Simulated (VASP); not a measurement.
Write the native input for VASP 6.6.1 that does the following.

```yaml
Task: electric field gradients
Functional: LDA
Potentials_or_basis: VASP PAW PBE potentials, release 64 (Yb)
Cutoff: 520 eV
k_mesh: 12 × 12 × 12
Occupations: fermi-dirac, width 0.05 eV
Spin: no spin polarisation
Dipole_correction: no
Further_INCAR_settings: ALGO = Normal; EDIFF = 1e-08; NBANDS = 18
```

The structure of Yb lies in POSCAR:

```
Yb
1.0
    0.0000000000      2.7431000000      2.7431000000
    2.7431000000      0.0000000000      2.7431000000
    2.7431000000      2.7431000000      0.0000000000
Yb
1
Direct
    0.0000000000      0.0000000000      0.0000000000
```

These files were run (other wordings do the same):

INCAR

```
ALGO = Normal
EDIFF = 1E-8
ENCUT = 520
GGA = CA
ISIF = 2
ISMEAR = -1
LASPH = True
LCHARG = False
LEFG = True
LREAL = False
LWAVE = False
NBANDS = 18
NELM = 80
PREC = Accurate
SIGMA = 0.05
```

KPOINTS

```
k-points
0
Gamma
  12 12 12
```

Potentials or basis: VASP PAW PBE potentials, release 64 (Yb).

The run is started by

```console
$ cat potpaw_PBE.64/Yb/POTCAR > POTCAR
$ mpirun -np 1 vasp_std > vasp.out
```

It gave:

| Item | Value |
| --- | --- |
| Pressure | -4.7 GPa |
| Band gap on the k mesh | zero (bands 12 and 13 overlap by 0.03 eV) |
| Largest electric field gradient by atom | under 0.05 V/Å² on every atom |

Caveat: the cell stands under tension; the PAW data sets were made with another functional, which shifts forces and pressure a little; spin-orbit coupling is left out, which moves the levels of the heavy elements.

Wall time 3.1 min on 1 thread of Intel(R) Xeon(R) Platinum 8488C (Sapphire Rapids), on a shared host, peak memory 0.2 GiB.
